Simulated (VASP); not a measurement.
Write the native input for VASP 6.6.1 that does the following.

```
Task                   : single point
Functional             : r2SCAN
Potentials or basis    : VASP PAW PBE potentials, release 64 (Hf_pv, N)
Cutoff                 : 520 eV
k mesh                 : 12 × 12 × 12
Occupations            : methfessel-paxton, width 0.1 eV
Spin                   : no spin polarisation
Dipole correction      : no
Further INCAR settings : ALGO = Normal; EDIFF = 1e-06; NBANDS = 14
```

The system is HfN.

```
Hf N
1.0
     3.47164    0.00000    0.00000
     1.73582    3.00653    0.00000
     1.73582    1.00218    2.83458
Hf N
1 1
Direct
  0.00000 0.00000 0.00000
  0.75000 0.75000 0.75000
```

These files were run (other wordings do the same):

POSCAR

```
HfN
1.0
    3.4716430000      0.0000000000      0.0000000000
    1.7358215000      3.0065310309      0.0000000000
    1.7358215000      1.0021770103      2.8345846397
Hf N
1 1
Direct
    0.0000000000      0.0000000000      0.0000000000
    0.7500000000      0.7500000000      0.7500000000
```

INCAR.step1

```
SYSTEM = HfN
  ALGO = Normal
  EDIFF = 1E-4
  ENCUT = 520
  GGA = PE
  ISMEAR = 1
  LASPH = .TRUE.
  LCHARG = .FALSE.
  LREAL = .FALSE.
  LWAVE = .TRUE.
  NBANDS = 14
  NELM = 80
  PREC = Accurate
  SIGMA = 0.1
```

INCAR.step2

```
SYSTEM = HfN
  ALGO = Normal
  EDIFF = 1E-6
  ENCUT = 520
  ISIF = 2
  ISMEAR = 1
  ISTART = 1
  LASPH = .TRUE.
  LCHARG = .FALSE.
  LMIXTAU = .TRUE.
  LREAL = .FALSE.
  LWAVE = .FALSE.
  METAGGA = R2SCAN
  NBANDS = 14
  NELM = 80
  PREC = Accurate
  SIGMA = 0.1
```

KPOINTS

```
k-points
0
G
  12 12 12
  0 0 0
```

Potentials or basis: VASP PAW PBE potentials, release 64 (Hf_pv, N).

Command:

```sh
$ cat potpaw_PBE.64/Hf_pv/POTCAR potpaw_PBE.64/N/POTCAR > POTCAR
$ cp INCAR.step1 INCAR
$ mpirun -np 1 vasp_std > vasp.out
$ cp INCAR.step2 INCAR
$ mpirun -np 1 vasp_std > vasp.out
```

Results of the run:

The pressure is -3.4 GPa.

Caveat: the PAW data sets were made with another functional, which shifts forces and pressure a little.

It took 3.3 min on 1 thread of Intel Xeon 8259CL, on a shared host, peak memory 0.18 GiB.
